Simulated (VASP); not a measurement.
Set up this calculation in VASP 6.6.1, as the native input.

- Task: single point
- Functional: PBE
- Dispersion: D3(BJ)
- Potentials or basis: VASP PAW PBE potentials, release 64 (Pb_d, O)
- Cutoff: 520 eV
- k mesh: 6 × 6 × 1
- Occupations: gaussian, width 0.02 eV
- Spin: no spin polarisation
- Dipole correction: yes
- Further INCAR settings: ALGO = Normal; EDIFF = 1e-06; NBANDS = 28

The structure of PbO lies in POSCAR:

```
PbO
1.0
    4.2260000000      0.0000000000      0.0000000000
    0.0000000000      4.2260000000      0.0000000000
    0.0000000000      0.0000000000     30.7493267952
Pb O
2 2
Direct
    0.5000000000      0.0000000000      0.4566657180
    0.0000000000      0.5000000000      0.5433342820
    0.0000000000      0.0000000000      0.5000000000
    0.5000000000      0.5000000000      0.5000000000
```

One way to write it, as run:

INCAR

```
SYSTEM = PbO
PREC = Accurate ; ENCUT = 520
EDIFF = 1E-6 ; ISMEAR = 0
SIGMA = 0.02 ; LREAL = .False.
LASPH = .True. ; NELM = 100
ALGO = Normal ; ISIF = 2
LWAVE = .False. ; LCHARG = .False.
LDIPOL = .True. ; IDIPOL = 3
DIPOL = 0.5 0.5 0.500 ; GGA = PE
IVDW = 12 ; NBANDS = 28
```

KPOINTS

```
Automatic mesh
0
Gamma
  6 6 1
  0 0 0
```

Potentials or basis: VASP PAW PBE potentials, release 64 (Pb_d, O).

Launch:

```bash
$ cat potpaw_PBE.64/Pb_d/POTCAR potpaw_PBE.64/O/POTCAR > POTCAR
$ mpirun -np 1 vasp_std > vasp.out
```

It gave:

```yaml
Largest_force: 2.277 eV/Å
Band_gap_on_the_k_mesh: 2.09 eV (least direct gap 2.28 eV)
Dispersion_energy_per_atom: -0.133 eV
```

Caveat: spin-orbit coupling is left out, which moves the levels of the heavy elements.

Run time: 2.6 min on 1 thread of Intel(R) Xeon(R) 6975P-C (Granite Rapids), on a shared host, peak memory 0.58 GiB.
